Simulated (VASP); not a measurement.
Here is a VASP 6.6.1 calculation.

INCAR

```
PREC = Accurate
ENCUT = 520
EDIFF = 1E-8
ISMEAR = 0
SIGMA = 0.01
LREAL = False
LASPH = True
NELM = 80
ALGO = Normal
ISIF = 2
LWAVE = False
LCHARG = False
GGA = PE
LEPSILON = True
```

Contents of KPOINTS:

```
Automatic mesh
0
Gamma
  10 10 10
```

POSCAR

```
C
1.0
    0.0000000000      1.7801241426      1.7801241426
    1.7801241426      0.0000000000      1.7801241426
    1.7801241426      1.7801241426      0.0000000000
C
2
Direct
    0.0000000000      0.0000000000      0.0000000000
    0.2500000000      0.2500000000      0.2500000000
```

Potentials or basis: VASP PAW PBE potentials, release 64 (C).

Run with:

```console
$ cat potpaw_PBE.64/C/POTCAR > POTCAR
$ mpirun -np 1 vasp_std > vasp.out
```

Estimate the electronic dielectric tensor (diagonal).

5.85.

Estimate the Born charges (mean of the diagonal).

C +0.00 e.

Estimate the band gap on the k mesh.

4.18 eV (least direct gap 5.60 eV).

Electronic dielectric tensor:
```
5.85 0.00 0.00
0.00 5.85 0.00
0.00 0.00 5.85
```

A k mesh can miss the band edges.
